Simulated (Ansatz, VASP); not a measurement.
# Ni: VASP beside Ansatz

```xyz
4
Lattice="2.4787 0.0000 0.0000 -1.2393 2.1466 0.0000 0.0000 0.0000 8.1122" Properties=species:S:1:pos:R:3 pbc="T T T"
Ni   -1.2393    2.1466    8.1122
Ni   -1.2393    2.1466    4.0561
Ni    0.0000    1.4311    2.0281
Ni    1.2393    0.7155    6.0842
```

Alike in both runs: task single point; functional RPBE; k mesh 16 × 16 × 5; occupations fermi-dirac, width 0.05 eV; collinear spin.

|  | VASP | Ansatz |
| --- | --- | --- |
| version | VASP 6.6.1 | Ansatz 0.2.0 |
| potentials or method | VASP PAW PBE potentials, release 64 (Ni), cutoff 520 eV | plane waves (420 eV) with PAW, scalar-relativistic |
| valence electrons in the cell | 40 | 72 |

Ansatz gave:

| Quantity | Value |
| --- | --- |
| pressure (GPa) | 7.7 |
| traceless stress, the component that is largest in VASP (GPa) | 0.35 |
| net moment per atom (μB) | 0.62 |
| size of the moment on the site where the two differ most (μB) | 0.67 |

**Question.** Which values does VASP return?

**Answer.** Pressure (GPa): 7.7; traceless stress, the component that is largest in VASP (GPa): 0.40; net moment per atom (μB): 0.61; size of the moment on the site where the two differ most (μB): 0.63.

VASP's potentials were made for PBE, not for RPBE. Site moments also hang on the region over which each program counts them. The functional is the same, so the differences come from potentials, cutoffs and numerics. VASP's potentials hold 40 valence electrons a cell and Ansatz's 72, so a difference there can come from the potentials and not from the codes.
